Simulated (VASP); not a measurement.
Input of a VASP 6.6.1 run:

The input INCAR:

```
SYSTEM = SiC
  PREC = Accurate
  ENCUT = 520
  EDIFF = 1E-7
  ISMEAR = 1
  SIGMA = 0.1
  LREAL = .FALSE.
  LASPH = .TRUE.
  NELM = 100
  ALGO = Normal
  ISIF = 2
  LWAVE = .FALSE.
  LCHARG = .FALSE.
  GGA = PE
  IVDW = 13
  NBANDS = 11
```

KPOINTS

```
Automatic mesh
0
G
  8 8 8
  0 0 0
```

The input POSCAR:

```
SiC
1.0
   -0.0000063028      2.1758966244      2.1758850356
    2.1758828428     -0.0000033514      2.1758820842
    2.1758812547      2.1758920849     -0.0000017633
Si C
1 1
Direct
   -0.0021293706     -0.0044459248      0.0023273734
    0.7478703706      0.7455539248      0.7523276266
```

Potentials or basis: VASP PAW PBE potentials, release 64 (Si, C).

Launch:

```sh
$ cat potpaw_PBE.64/Si/POTCAR potpaw_PBE.64/C/POTCAR > POTCAR
$ mpirun -np 1 vasp_std > vasp.out
```

Problem. Estimate the pressure.

Solution. -0.1 GPa.

Problem. Estimate the dispersion energy per atom.

Solution. -0.330 eV.

Caveat: the cell differs from its parent crystal (atoms moved at random).
